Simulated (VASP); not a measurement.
# SnO2 in VASP: a series of runs, part 2 of 2

VASP 6.6.1.

## 3. Relaxation of cell and atoms, LDA, target pressure 20 GPa, at which the enthalpy is minimised

This run uses another cell than the first one, of 10.92 Å³/atom.

INCAR reads:

```
SYSTEM = SnO2
PREC = Accurate ; ENCUT = 600
EDIFF = 1E-7 ; ISMEAR = 0
SIGMA = 0.02 ; LREAL = .FALSE.
LASPH = .TRUE. ; NELM = 80
ALGO = Normal ; ISIF = 3
LWAVE = .FALSE. ; LCHARG = .FALSE.
GGA = CA ; IBRION = 2
NSW = 70 ; EDIFFG = -0.008
PSTRESS = 200.0
```

KPOINTS reads:

```
Automatic mesh
0
G
  6 6 8
  0 0 0
```

POSCAR reads:

```
SnO2
1.0
    4.5802618284      0.0000000000      0.0000000000
    0.0000000000      4.5798956422      0.0000000000
    0.0000000000      0.0000000000      3.1244745898
Sn O
2 4
Direct
    0.5000000000      0.5000000000      0.5000000000
    0.0000000000      0.0000000000      0.0000000000
    0.3056205445      0.3054702396      0.0000000000
    0.8056205445      0.1945297604      0.5000000000
    0.1943794555      0.8054702396      0.5000000000
    0.6943794555      0.6945297604      0.0000000000
```

Potentials or basis: VASP PAW LDA potentials, release 64 (Sn_d, O).

Launch:

```
cat potpaw_LDA.64/Sn_d/POTCAR potpaw_LDA.64/O/POTCAR > POTCAR
mpirun -np 1 vasp_std > vasp.out
```

OUTCAR:

```text
SYSTEM = SnO2
   PREC = Accurate
   ENCUT = 600
   EDIFF = 1E-7
   ISMEAR = 0
   LREAL = .FALSE.
   LASPH = .TRUE.
   NELM = 80
   ISIF = 3
   GGA = CA
   IBRION = 2
   NSW = 70
   EDIFFG = -0.008
   PSTRESS = 200.0

 ion  position               nearest neighbor table
   1  0.500  0.500  0.500-   4 1.98   5 1.98   3 2.01   6 2.01   3 2.01   6 2.01   2 3.60   2 3.60
                             2 3.60   2 3.60   2 3.60   2 3.60   2 3.60   2 3.60
   2  0.000  0.000  0.000-   3 1.98   6 1.98   5 2.01   4 2.01   4 2.01   5 2.01   1 3.60   1 3.60
                             1 3.60   1 3.60   1 3.60   1 3.60   1 3.60   1 3.60
   3  0.306  0.305  0.000-   2 1.98   1 2.01   1 2.01
   4  0.806  0.195  0.500-   1 1.98   2 2.01   2 2.01
   5  0.194  0.805  0.500-   1 1.98   2 2.01   2 2.01
   6  0.694  0.695  0.000-   2 1.98   1 2.01   1 2.01

  LATTYP: Found a simple orthorhombic cell.
 ALAT       =     3.1244745898
 B/A-ratio  =     1.4658130545
 C/A-ratio  =     1.4659302538

  Lattice vectors:

 A1 = (   0.0000000000,   0.0000000000,  -3.1244745898)
 A2 = (   0.0000000000,   4.5798956422,   0.0000000000)
 A3 = (   4.5802618284,   0.0000000000,   0.0000000000)

Analysis of symmetry for initial positions (statically):
=====================================================================
 Subroutine PRICEL returns:
 Original cell was already a primitive cell.

 Routine SETGRP: Setting up the symmetry group for a
 simple orthorhombic supercell.

 Subroutine GETGRP returns: Found  8 space group operations
 (whereof  4 operations were pure point group operations)
 out of a pool of  8 trial point group operations.

The static configuration has the point symmetry C_2h.
 The point group associated with its full space group is D_2h.

Analysis of symmetry for dynamics (positions and initial velocities):
=====================================================================
 Subroutine PRICEL returns:
 Original cell was already a primitive cell.

 Routine SETGRP: Setting up the symmetry group for a
 simple orthorhombic supercell.

 Subroutine GETGRP returns: Found  8 space group operations
 (whereof  4 operations were pure point group operations)
 out of a pool of  8 trial point group operations.

The dynamic configuration has the point symmetry C_2h.
 The point group associated with its full space group is D_2h.

 Subroutine INISYM returns: Found  8 space group operations
 (whereof  4 operations are pure point group operations),
 and found     1 'primitive' translations

----------------------------------------------------------------------------------------

                                     Primitive cell

  volume of cell :      65.5425

  direct lattice vectors                    reciprocal lattice vectors
     4.580261828  0.000000000  0.000000000     0.218328130  0.000000000  0.000000000
     0.000000000  4.579895642  0.000000000     0.000000000  0.218345586  0.000000000
     0.000000000  0.000000000  3.124474590     0.000000000  0.000000000  0.320053811

  length of vectors
     4.580261828  4.579895642  3.124474590     0.218328130  0.218345586  0.320053811

  position of ions in fractional coordinates (direct lattice)
     0.500000000  0.500000000  0.500000000
[... 40 lines left out ...]

 Following reciprocal coordinates:
            Coordinates               Weight
  0.000000  0.000000  0.000000      1.000000
  0.166667  0.000000  0.000000      2.000000
  0.333333  0.000000  0.000000      2.000000
  0.500000  0.000000  0.000000      1.000000
  0.000000  0.166667  0.000000      2.000000
  0.166667  0.166667  0.000000      4.000000
[... 16 lines left out ...]
  0.333333  0.166667  0.125000      8.000000
  0.500000  0.166667  0.125000      4.000000
 [... further k-points ...]
   k-points           NKPTS =     80   k-points in BZ     NKDIM =     80   number of bands    NBANDS=     31
   number of dos      NEDOS =    301   number of ions     NIONS =      6
   total plane-waves  NPLWV =  44800
   dimension x,y,z NGX =    40 NGY =   40 NGZ =   28
   dimension x,y,z NGXF=    80 NGYF=   80 NGZF=   56
   ions per type =               2   4
   NGX,Y,Z   is equivalent  to a cutoff of  14.52, 14.52, 14.90 a.u.
   NGXF,Y,Z  is equivalent  to a cutoff of  29.04, 29.04, 29.80 a.u.
 SYSTEM =  SnO2
   PREC   = accura    normal or accurate (medium, high low for compatibility)
   ISTART =      0    job   : 0-new  1-cont  2-samecut
   ICHARG =      2    charge: 1-file 2-atom 10-const
   ISPIN  =      1    spin polarized calculation?
   LNONCOLLINEAR =      F non collinear calculations
   LSORBIT =      F    spin-orbit coupling
   LASPH  =      T    aspherical Exc in radial PAW
   ENCUT  =  600.0 eV  44.10 Ry    6.64 a.u.   9.15  9.15  6.24*2*pi/ulx,y,z
   NELM   =     80;   NELMIN=  2; NELMDL= -5     # of ELM steps
   EDIFF  = 0.1E-06   stopping-criterion for ELM
   LREAL  =      F    real-space projection
   EDIFFG = -.8E-02   stopping-criterion for IOM
   NSW    =     70    number of steps for IOM
   IBRION =      2    ionic relax: 0-MD 1-quasi-New 2-CG
   NFREE  =      1    steps in history (QN), initial steepest desc. (CG)
   ISIF   =      3    stress and relaxation
   ISYM   =      2    0-nonsym 1-usesym 2-fastsym
   POTIM  = 0.5000    time-step for ionic-motion
   TEBEG  =    0.0;   TEEND  =   0.0 temperature during run
   PSTRESS=  200.0 pullay stress
   NELECT =      52.0000    total number of electrons
   NUPDOWN=      -1.0000    fix difference up-down
   EMIN   =  10.00;   EMAX   =-10.00  energy-range for DOS
   EFERMI =   0.00;   METHOD = LEGACY
   ISMEAR =     0;   SIGMA  =   0.02  broadening in eV -4-tet -1-fermi 0-gaus
   EFERMI_NEDOS =   21; number of points for ismear=-14 and -15
   IALGO  =     38    algorithm
   IMIX   =      4    mixing-type and parameters
     AMIX     =   0.40;   BMIX     =  1.00
     AMIX_MAG =   1.60;   BMIX_MAG =  1.00
  volume/ion in A,a.u.               =      10.92        73.72
  Fermi-wavevector in a.u.,A,eV,Ry     =   1.515543  2.863961 31.250829  2.296871
  Thomas-Fermi vector in A             =   2.625053
   LORBIT       =      0    0 simple, 1 ext, 2 COOP (PROOUT), +10 PAW based schemes
   GGA     = CA    functional components
   LHFCALC =     F    Hartree Fock is set to
   AEXX    =    0.0000 exact exchange contribution
   IVDW    =     0    specifies the selected vdW correction
   LEPSILON=     F    determine dielectric tensor
   LRPA    =     F    only Hartree local field effects (RPA)
 conjugate gradient relaxation of ions
 non-spin polarized calculation
 Gauss-broadening in eV      SIGMA  =   0.02
  energy-cutoff  :      600.00
  volume of cell :       65.54
 maximum number of plane-waves:      2212
 NGX is ok and might be reduce to    40
   NGX = 19   NGY = 19   NGZ = 13

--------------------------------------- Ionic step        1  -------------------------------------------

 number of electron      52.0000008 magnetization

 Free energy of the ion-electron system (eV)
  ---------------------------------------------------
  ext. energy  EPLUGINS =         0.00000000
  ---------------------------------------------------
  free energy    TOTEN  =       -41.90574402 eV

  energy without entropy =      -41.90574402  energy(sigma->0) =      -41.90574402

------------------------ aborting loop because EDIFF is reached ----------------------------------------

  FORCE on cell =-STRESS in cart. coord.  units (eV):
  Direction    XX          YY          ZZ          XY          YZ          ZX
  --------------------------------------------------------------------------------------
  -------------------------------------------------------------------------------------
  Total        8.6531290      8.6527831      9.9243267     -0.0000000      0.0000000      0.0000000
  in kB      211.5245958    211.5161409    242.5988561     -0.0000000      0.0000000      0.0000000
  external PRESSURE =      21.8798643 kB  Pullay stress =     200.0000000 kB
[... 197 lines left out ...]
--------------------------------------- Ionic step        6  -------------------------------------------

 number of electron      52.0000012 magnetization

 Free energy of the ion-electron system (eV)
  ---------------------------------------------------
  ext. energy  EPLUGINS =         0.00000000
  ---------------------------------------------------
  free energy    TOTEN  =       -41.95814882 eV

  energy without entropy =      -41.95814882  energy(sigma->0) =      -41.95814882

 E-fermi :   7.0429     XC(G=0): -12.2456

 val. band max:        6.8764792538   @ k =   0.0000   0.0000   0.0000
 cond. band min:       8.9617021182   @ k =   0.0000   0.0000   0.0000
 fundamental gap:      2.0852228644
 Fermi energy:         7.0429278115

 k-point     1 :       0.0000    0.0000    0.0000
  band No.  band energies     occupation
      1     -14.2966      2.00000
      2     -13.3263      2.00000
      3     -12.9497      2.00000
      4     -12.9213      2.00000
      5     -12.9005      2.00000
      6     -12.9005      2.00000
[... 805 lines left out ...]
     30      14.7660      0.00000
     31      17.9461      0.00000

 [... further k-points ...]
[... 5 lines left out ...]
  --------------------------------------------------------------------------------------
  -------------------------------------------------------------------------------------
  Total        8.2324454      8.2318833      8.2499815      0.0000000      0.0000000      0.0000000
  in kB      200.1199333    200.1062685    200.5462110      0.0000000      0.0000000      0.0000000
  external PRESSURE =       0.2574709 kB  Pullay stress =     200.0000000 kB
[... 25 lines left out ...]
  energy  without entropy=      -41.9581488213  energy(sigma->0) =      -41.95814882

  enthalpy is  TOTEN    =       -33.7306371495 eV   P V=        8.2275116718

 reached required accuracy - stopping structural energy minimisation
```

Run time: 6 min. Hardware: 1 thread of Intel Xeon 6975P-C (Granite Rapids), shared host; peak memory 0.29 GiB.

What came out:

| Quantity | Value |
| --- | --- |
| Free energy | -41.9581 eV |
| Relaxed volume | 10.98 Å³/atom |
| Relaxed cell | a = 4.576 Å, b = 4.575 Å, c = 3.148 Å, α = 90.00°, β = 90.00°, γ = 90.00° |
| Space group after relaxing (to 0.1 Å) | P4_2/mnm (No. 136) |
| Energy change on relaxing (the run minimises the enthalpy) | -8.7 meV/atom |
| Ionic steps | 6 |
| Pressure after relaxing | 20.0 GPa |
| Band gap on the k mesh | 2.09 eV |

Forces in eV/Å, atoms in the order of the input:
```
Sn   0.000  0.000  0.000
Sn   0.000  0.000  0.000
O    0.002  0.002  0.000
O    0.002 -0.002  0.000
O   -0.002  0.002  0.000
O   -0.002 -0.002  0.000
```

The path:
| step | energy change (eV) | largest force (eV/Å) | pressure (GPa) | volume (Å³) |
| --- | --- | --- | --- | --- |
| 1 | 0.0000 | 0.1375 | 22.19 | 65.54 |
| 2 | -0.1654 | 0.2072 | 15.16 | 66.97 |
| 3 | -0.0686 | 0.0072 | 19.58 | 66.05 |
| 4 | -0.0502 | 0.0457 | 20.10 | 65.89 |
| 5 | -0.0516 | 0.0417 | 20.06 | 65.90 |
| 6 | -0.0524 | 0.0029 | 20.03 | 65.91 |

Final structure:
```yaml
crystal:
  lattice:
    - [4.57573, 0.00000, 0.00000]
    - [0.00000, 4.57531, 0.00000]
    - [0.00000, 0.00000, 3.14824]
  atoms:
    - { symbol: Sn, position: [0.50000, 0.50000, 0.50000] }
    - { symbol: Sn, position: [0.00000, 0.00000, 0.00000] }
    - { symbol: O, position: [0.30540, 0.30524, 0.00000] }
    - { symbol: O, position: [0.80540, 0.19476, 0.50000] }
    - { symbol: O, position: [0.19460, 0.80524, 0.50000] }
    - { symbol: O, position: [0.69460, 0.69476, 0.00000] }
```

Caveat: the cell is relaxed towards a set pressure, so the run minimises the enthalpy, not the energy; spin-orbit coupling is left out, which moves the levels of the heavy elements.

## 4. Single point, LDA (uniaxial strain along c: -6.0 %)

INCAR reads:

```
PREC = Accurate ; ENCUT = 520
EDIFF = 1E-7 ; ISMEAR = 0
SIGMA = 0.02 ; LREAL = F
LASPH = T ; NELM = 100
ALGO = Normal ; ISIF = 2
LWAVE = F ; LCHARG = F
NBANDS = 35
```

KPOINTS reads:

```
regular mesh
0
Gamma
  6 6 8
```

POSCAR reads:

```
SnO2
1.0
    4.7920905478      0.0000000000      0.0000000000
    0.0000000000      4.7951101839      0.0000000000
    0.0000000000      0.0000000000      2.9986182389
Sn O
2 4
Direct
    0.5000000000      0.5000000000      0.5000000000
    0.0000000000      0.0000000000      0.0000000000
    0.3042658211      0.3042878551      0.0000000000
    0.8042658211      0.1957121449      0.5000000000
    0.1957341789      0.8042878551      0.5000000000
    0.6957341789      0.6957121449      0.0000000000
```

Potentials or basis: VASP PAW LDA potentials, release 64 (Sn_d, O).

Launch:

```
cat potpaw_LDA.64/Sn_d/POTCAR potpaw_LDA.64/O/POTCAR > POTCAR
mpirun -np 1 vasp_std > vasp.out
```

OUTCAR:

```text
PREC = Accurate
   ENCUT = 520
   EDIFF = 1E-7
   ISMEAR = 0
   LREAL = F
   LASPH = T
   NELM = 100
   ISIF = 2

 ion  position               nearest neighbor table
   1  0.500  0.500  0.500-   3 2.00   6 2.00   3 2.00   6 2.00   5 2.06   4 2.06   2 3.71   2 3.71
                             2 3.71   2 3.71   2 3.71   2 3.71   2 3.71   2 3.71
   2  0.000  0.000  0.000-   4 2.00   5 2.00   4 2.00   5 2.00   3 2.06   6 2.06   1 3.71   1 3.71
                             1 3.71   1 3.71   1 3.71   1 3.71   1 3.71   1 3.71
   3  0.304  0.304  0.000-   1 2.00   1 2.00   2 2.06
   4  0.804  0.196  0.500-   2 2.00   2 2.00   1 2.06
   5  0.196  0.804  0.500-   2 2.00   2 2.00   1 2.06
   6  0.696  0.696  0.000-   1 2.00   1 2.00   2 2.06

  LATTYP: Found a simple orthorhombic cell.
 ALAT       =     2.9986182389
 B/A-ratio  =     1.5980995799
 C/A-ratio  =     1.5991065891

  Lattice vectors:

 A1 = (   0.0000000000,   0.0000000000,   2.9986182389)
 A2 = (   4.7920905478,   0.0000000000,   0.0000000000)
 A3 = (   0.0000000000,   4.7951101839,   0.0000000000)

Analysis of symmetry for initial positions (statically):
=====================================================================
 Subroutine PRICEL returns:
 Original cell was already a primitive cell.

 Routine SETGRP: Setting up the symmetry group for a
 simple orthorhombic supercell.

 Subroutine GETGRP returns: Found  8 space group operations
 (whereof  4 operations were pure point group operations)
 out of a pool of  8 trial point group operations.

The static configuration has the point symmetry C_2h.
 The point group associated with its full space group is D_2h.

Analysis of symmetry for dynamics (positions and initial velocities):
=====================================================================
 Subroutine PRICEL returns:
 Original cell was already a primitive cell.

 Routine SETGRP: Setting up the symmetry group for a
 simple orthorhombic supercell.

[... 129 lines left out ...]
   EFERMI_NEDOS =   21; number of points for ismear=-14 and -15
   IALGO  =     38    algorithm
   IMIX   =      4    mixing-type and parameters
     AMIX     =   0.40;   BMIX     =  1.00
     AMIX_MAG =   1.60;   BMIX_MAG =  1.00
  volume/ion in A,a.u.               =      11.48        77.50
  Fermi-wavevector in a.u.,A,eV,Ry     =   1.490485  2.816609 30.225972  2.221546
  Thomas-Fermi vector in A             =   2.603261
   LORBIT       =      0    0 simple, 1 ext, 2 COOP (PROOUT), +10 PAW based schemes
   GGA     = CA    functional components
   LHFCALC =     F    Hartree Fock is set to
   AEXX    =    0.0000 exact exchange contribution
   IVDW    =     0    specifies the selected vdW correction
   LEPSILON=     F    determine dielectric tensor
   LRPA    =     F    only Hartree local field effects (RPA)
 non-spin polarized calculation
 Gauss-broadening in eV      SIGMA  =   0.02
  energy-cutoff  :      520.00
  volume of cell :       68.90
 maximum number of plane-waves:      1872
 NGX is ok and might be reduce to    36
   NGX = 17   NGY = 17   NGZ = 11

 number of electron      51.9999992 magnetization

 Free energy of the ion-electron system (eV)
  ---------------------------------------------------
  ext. energy  EPLUGINS =         0.00000000
  ---------------------------------------------------
  free energy    TOTEN  =       -41.94216663 eV

  energy without entropy =      -41.94216663  energy(sigma->0) =      -41.94216663

 E-fermi :   6.4847     XC(G=0): -11.9735

 val. band max:        6.2969331054   @ k =   0.0000   0.0000   0.0000
 cond. band min:       8.0534602860   @ k =   0.0000   0.0000   0.0000
 fundamental gap:      1.7565271806
 Fermi energy:         6.4846517643

 k-point     1 :       0.0000    0.0000    0.0000
  band No.  band energies     occupation
      1     -14.8819      2.00000
      2     -14.1857      2.00000
      3     -13.6440      2.00000
      4     -13.5939      2.00000
      5     -13.5938      2.00000
      6     -13.4281      2.00000
[... 901 lines left out ...]
     34      18.3494      0.00000
     35      19.1327      0.00000

 [... further k-points ...]
[... 5 lines left out ...]
  --------------------------------------------------------------------------------------
  -------------------------------------------------------------------------------------
  Total        2.0024653      1.9786554     11.9317822      0.0000000      0.0000000      0.0000000
  in kB       46.5619116     46.0082753    277.4413037      0.0000000      0.0000000      0.0000000
  external PRESSURE =     123.3371636 kB  Pullay stress =       0.0000000 kB

 VOLUME and BASIS-vectors are now :
 -----------------------------------------------------------------------------
  energy-cutoff  :      520.00
  volume of cell :       68.90
      direct lattice vectors                 reciprocal lattice vectors
     4.792090548  0.000000000  0.000000000     0.208677192  0.000000000  0.000000000
     0.000000000  4.795110184  0.000000000     0.000000000  0.208545781  0.000000000
     0.000000000  0.000000000  2.998618239     0.000000000  0.000000000  0.333486933

 POSITION                                       TOTAL-FORCE (eV/Angst)
 -----------------------------------------------------------------------------------
      2.39605      2.39756      1.49931         0.000000      0.000000      0.000000
      0.00000      0.00000      0.00000         0.000000      0.000000      0.000000
      1.45807      1.45909      0.00000        -0.207705     -0.206912     -0.000000
      3.85411      0.93846      1.49931        -0.207705      0.206912     -0.000000
      0.93798      3.85665      1.49931         0.207705     -0.206912      0.000000
      3.33402      3.33602      0.00000         0.207705      0.206912      0.000000
 -----------------------------------------------------------------------------------
    total drift:                               -0.000000      0.000000     -0.000000

  FREE ENERGIE OF THE ION-ELECTRON SYSTEM (eV)
  ---------------------------------------------------
  free  energy   TOTEN  =       -41.9421666314 eV

  energy  without entropy=      -41.9421666314  energy(sigma->0) =      -41.94216663
```

Run time: 66 s. Hardware: 1 thread of Intel Xeon 6975P-C (Granite Rapids), shared host; peak memory 0.25 GiB.

What came out:

* Free energy: -41.9422 eV
* Pressure: 12.3 GPa
* Largest force: 0.293 eV/Å
* Band gap on the k mesh: 1.76 eV

Forces on the atoms (eV/Å):
```
Sn   0.000  0.000  0.000
Sn   0.000  0.000  0.000
O   -0.208 -0.207  0.000
O   -0.208  0.207  0.000
O    0.208 -0.207  0.000
O    0.208  0.207  0.000
```

Caveat: the cell differs from its parent crystal (uniaxial strain along c: -6.0 %); the cell stands under pressure; spin-orbit coupling is left out, which moves the levels of the heavy elements.

## 5. Overview

| task | cell | cutoff (eV) | gap on the mesh (eV) | pressure (GPa) | largest force (eV/Å) |
| --- | --- | --- | --- | --- | --- |
| single point | a = 4.721, b = 4.724, c = 3.190 Å, 6 atoms, atomic positions A | 520 | 1.20 | 1.1 | 0.02 |
| relaxation of cell and atoms | relaxed to 20 GPa from a = 4.580, b = 4.580, c = 3.124 Å, 6 atoms, atomic positions A | 600 | 2.09 | 20.0 | - |
| single point | a = 4.792, b = 4.795, c = 2.999 Å, 6 atoms, atomic positions B | 520 | 1.76 | 12.3 | 0.29 |

Alike in all rows: level LDA; potentials or basis VASP PAW LDA potentials, release 64 (Sn_d, O); no spin polarisation; k mesh 6 × 6 × 8; smearing gaussian 0.02 eV.

Caveats: spin-orbit coupling is left out, which moves the levels of the heavy elements; the cell is relaxed towards a set pressure, so the run minimises the enthalpy, not the energy (at least some runs); the cell stands under pressure (at least some runs).

Absolute energies hang on the potentials; compare differences alone.
